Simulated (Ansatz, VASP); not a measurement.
## One calculation of K2H5, two programs

```xyz
7
Lattice="5.3007 0.0000 0.0000 -2.6503 4.5905 0.0000 0.0000 0.0000 8.0320" Properties=species:S:1:pos:R:3 pbc="T T T"
K     0.0000    3.0603    4.0700
K     2.6503    1.5302    4.0700
H     0.0000    3.0603    7.3547
H     2.6503    1.5302    7.3547
H     0.0000    3.0603    6.2116
H     2.6503    1.5302    6.2116
H     0.0000    0.0000    2.1035
```

Alike in both runs: task single point; functional PBE; k mesh 6 × 6 × 2; occupations gaussian, width 0.1 eV; no spin polarisation.

|  | VASP | Ansatz |
| --- | --- | --- |
| version | VASP 6.6.1 | Ansatz 0.2.0 |
| potentials or method | VASP PAW PBE potentials, release 64 (K_sv, H), cutoff 500 eV | scalar-relativistic, plane waves, PAW |
| valence electrons in the cell | 23 | 23 |

|  | VASP | Ansatz | Ansatz less VASP |
| --- | --- | --- | --- |
| gap on the k mesh at the Fermi level (eV) | none | none | - |
| pressure (GPa) | -0.6 | -0.5 | +0.04 |
| traceless stress, the component that is largest in VASP (GPa) | -4.06 | -4.06 | -0.004 |
| rms of the force components (eV/Å) | 1.787 | 1.783 | -0.0044 |

Atom by atom the forces differ by 0.005 eV/Å (rms over components). A gap of «none» marks a metal or a gap that the smearing closes.

The k mesh is coarse, so the values compare programs but aren't converged.
